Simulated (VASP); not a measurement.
A run of VASP 6.6.1 is set up as follows.

File INCAR:

```
SYSTEM = HCl
  ALGO = Normal
  EDIFF = 1E-7
  ENCUT = 520
  GGA = PE
  ISIF = 2
  ISMEAR = -1
  IVDW = 12
  LASPH = .TRUE.
  LCHARG = .FALSE.
  LREAL = Auto
  LWAVE = .FALSE.
  NBANDS = 56
  NELM = 60
  PREC = Accurate
  SIGMA = 0.05
```

KPOINTS

```
k-points
0
G
  1 1 1
  0 0 0
```

The input POSCAR:

```
HCl
1.0
    7.7138450000      0.0000000000      0.0000000000
    0.0000000000      7.7138450000      0.0000000000
    0.0000000000      0.0000000000      7.7138450000
Cl H
10 10
Direct
    0.3826496384      0.9776965962      0.7587137154
    0.7195374032      0.9671700689      0.4019007382
    0.3711378696      0.2620612678      0.2012096432
    0.1635500843      0.8057719594      0.3463123773
    0.8396720442      0.7390737045      0.7372458223
    0.9574861823      0.3357728863      0.4530684762
    0.4871500529      0.4972617417      0.6359733700
    0.1994465795      0.6006732051      0.9681293829
    0.7190058914      0.5301636214      0.1480195674
    0.9713184540      0.1236996595      1.0076297877
    0.2575369352      0.9990089249      0.8696181995
    0.8460761138      1.0816136440      0.4141773655
    0.2845273661      0.3718768007      0.0917959850
    0.1829567485      0.7589989169      0.5098754253
    0.8240637451      0.8775908772      0.6303471226
    0.8770593653      0.4232389943      0.3304836952
    0.3280205915      0.4580595021      0.6004787496
    0.3212146472      0.6648435378      0.8646531010
    0.5967192755      0.4049212812      0.1959334158
    0.9121132198      0.0009593141      0.9237805530
```

Potentials or basis: VASP PAW PBE potentials, release 64 (Cl, H).

The run is started by

```sh
$ cat potpaw_PBE.64/Cl/POTCAR potpaw_PBE.64/H/POTCAR > POTCAR
$ mpirun -np 1 vasp_gam > vasp.out
```

Task: What does it give for the largest force?

Result: 2.121 eV/Å.

Task: Predict the dispersion energy per atom.

Result: -0.070 eV.

Task: Predict the pressure.

Result: -0.2 GPa.

Stress tensor (GPa, compression positive):
```
-0.44 -0.14  0.38
-0.14 -0.16  0.85
 0.38  0.85 -0.08
```

Caveat: the k points lie up to 0.81 Å⁻¹ apart, too coarse for converged energies, forces and pressures; the atoms stand as in a frame of molecular dynamics.
